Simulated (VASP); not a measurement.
A run of VASP 6.6.1:

The input POSCAR:

```
SiC
1.0
    0.0000000000      1.7356781126      1.7356781126
    1.7356781126      0.0000000000      1.7356781126
    1.7356781126      1.7356781126      0.0000000000
Si C
1 1
Direct
    0.0000000000      0.0000000000      0.0000000000
    0.5000000000      0.5000000000      0.5000000000
```

File INCAR.step1:

```
PREC     = Accurate       # precision mode
ENCUT    = 660            # plane-wave cutoff, eV
ISMEAR   = -1             # smearing method
SIGMA    = 0.1            # smearing width, eV
LREAL    = False          # projectors in reciprocal space
LASPH    = True           # aspherical terms in the spheres
NELM     = 120            # most SCF steps
NBANDS   = 11             # bands
GGA      = PE             # functional
ALGO     = Normal         # electronic algorithm
EDIFF    = 1E-5           # SCF threshold, eV
LWAVE    = True           # write WAVECAR
LCHARG   = False          # write CHGCAR
GGA_COMPAT= False
```

INCAR.step2

```
PREC     = Accurate       # precision mode
ENCUT    = 660            # plane-wave cutoff, eV
EDIFF    = 1E-6           # SCF threshold, eV
ISMEAR   = -1             # smearing method
SIGMA    = 0.1            # smearing width, eV
LREAL    = False          # projectors in reciprocal space
LASPH    = True           # aspherical terms in the spheres
NELM     = 120            # most SCF steps
ALGO     = Normal         # electronic algorithm
ISIF     = 2              # what is computed and relaxed
LWAVE    = False          # write WAVECAR
LCHARG   = False          # write CHGCAR
METAGGA  = R2SCAN         # meta-GGA
LMIXTAU  = True         
NBANDS   = 11             # bands
ISTART   = 1            
GGA_COMPAT= False
```

Contents of KPOINTS:

```
Automatic mesh
0
Gamma
  17 17 17
```

Potentials or basis: VASP PAW PBE potentials, release 64 (Si, C).

Run with:

```bash
$ cat potpaw_PBE.64/Si/POTCAR potpaw_PBE.64/C/POTCAR > POTCAR
$ cp INCAR.step1 INCAR
$ mpirun -np 1 vasp_std > vasp.out
$ cp INCAR.step2 INCAR
$ mpirun -np 1 vasp_std > vasp.out
```

Hardware: 1 thread of Intel(R) Xeon(R) Platinum 8375C CPU @ 2.90GHz (Ice Lake), on a shared host.

**Question.** Estimate the wall time of this run.

**Answer.** Run time: 59 s on 1 thread of Intel(R) Xeon(R) Platinum 8375C CPU @ 2.90GHz (Ice Lake) (shared host), peak memory 0.15 GiB. Counts: k points 165.
